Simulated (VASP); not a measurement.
Wanted: the native input for a VASP 6.6.1 run.

```
Task                   : single point
Functional             : LDA
Potentials or basis    : VASP PAW LDA potentials, release 64 (Ba_sv, Ti_sv, O)
Cutoff                 : 520 eV
k mesh                 : 6 × 6 × 6
Occupations            : gaussian, width 0.01 eV
Spin                   : no spin polarisation
Dipole correction      : no
Further INCAR settings : ALGO = Normal; EDIFF = 1e-06; NBANDS = 28
```

The structure of BaTiO3 lies in POSCAR:

```
BaTiO3
1.0
    3.8388855895      0.0000000000      0.0000000000
    0.0000000000      3.8388855895      0.0000000000
    0.0000000000      0.0000000000      3.8388855895
Ba Ti O
1 1 3
Direct
    0.5000000000      0.5000000000      0.5000000000
    0.0000000000      0.0000000000      0.0000000000
    0.5000000000      0.0000000000      0.0000000000
    0.0000000000      0.5000000000      0.0000000000
    0.0000000000      0.0000000000      0.5000000000
```

One way to write it, as run:

INCAR

```
  PREC = Accurate
  ENCUT = 520
  EDIFF = 1E-6
  ISMEAR = 0
  SIGMA = 0.01
  LREAL = F
  LASPH = T
  NELM = 80
  ALGO = Normal
  ISIF = 2
  LWAVE = F
  LCHARG = F
  GGA = CA
  NBANDS = 28
```

KPOINTS

```
Automatic mesh
0
Gamma
  6 6 6
```

Potentials or basis: VASP PAW LDA potentials, release 64 (Ba_sv, Ti_sv, O).

Run with:

```sh
$ cat potpaw_LDA.64/Ba_sv/POTCAR potpaw_LDA.64/Ti_sv/POTCAR potpaw_LDA.64/O/POTCAR > POTCAR
$ mpirun -np 1 vasp_std > vasp.out
```

Results of the run:

```json
{"Pressure": "20.4 GPa", "Band gap on the k mesh": "1.87 eV, direct"}
```

Caveat: spin-orbit coupling is left out, which moves the levels of the heavy elements.

It took 53 s on 1 thread of Intel(R) Xeon(R) Platinum 8488C (Sapphire Rapids), with other jobs on the host, peak memory 0.17 GiB.
